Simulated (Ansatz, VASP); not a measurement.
**CuF3: VASP beside Ansatz**

```xyz
4
Lattice="3.7648 0.0000 0.0000 0.0000 3.7648 0.0000 0.0000 0.0000 3.7648" Properties=species:S:1:pos:R:3 pbc="T T T"
Cu    0.0000    0.0000    0.0000
F     1.8824    0.0000    0.0000
F     0.0000    0.0000    1.8824
F     0.0000    1.8824    0.0000
```

Alike in both runs: task single point; functional PBE; k mesh 5 × 5 × 5; occupations gaussian, width 0.05 eV; collinear spin; Hubbard terms Cu d U = 8.0 eV, J = 0.5 eV.

|  | VASP | Ansatz |
| --- | --- | --- |
| version | VASP 6.6.1 | Ansatz 0.2.0 |
| potentials or method | VASP PAW PBE potentials, release 64 (Cu, F), cutoff 600 eV | scalar-relativistic, plane waves, PAW |
| valence electrons in the cell | 32 | 40 |

Ansatz gave:

* gap on the k mesh at the Fermi level (eV): none
* pressure (GPa): 6.5
* traceless stress, the component that is largest in VASP (GPa): 2.53
* net moment per atom (μB): 0.32
* size of the moment on the site where the two differ most (μB): 0.94

Q: Which values does VASP return?

A: gap on the k mesh at the Fermi level (eV): none; pressure (GPa): 0.8; traceless stress, the component that is largest in VASP (GPa): -0.01; net moment per atom (μB): 0.50; size of the moment on the site where the two differ most (μB): 1.32.

The net moments are unlike, so the other rows may belong to different states. Site moments also hang on the region over which each program counts them. The programs project onto different local orbitals, so the same U acts differently, and such runs can settle in different states. A gap of «none» marks a metal or a gap that the smearing closes. VASP's potentials hold 32 valence electrons a cell and Ansatz's 40, so a difference there can come from the potentials and not from the codes. Ansatz's warnings: filled band counts differ across k points, specified occupation not kept, symmetry narrowed by occupation matrices.
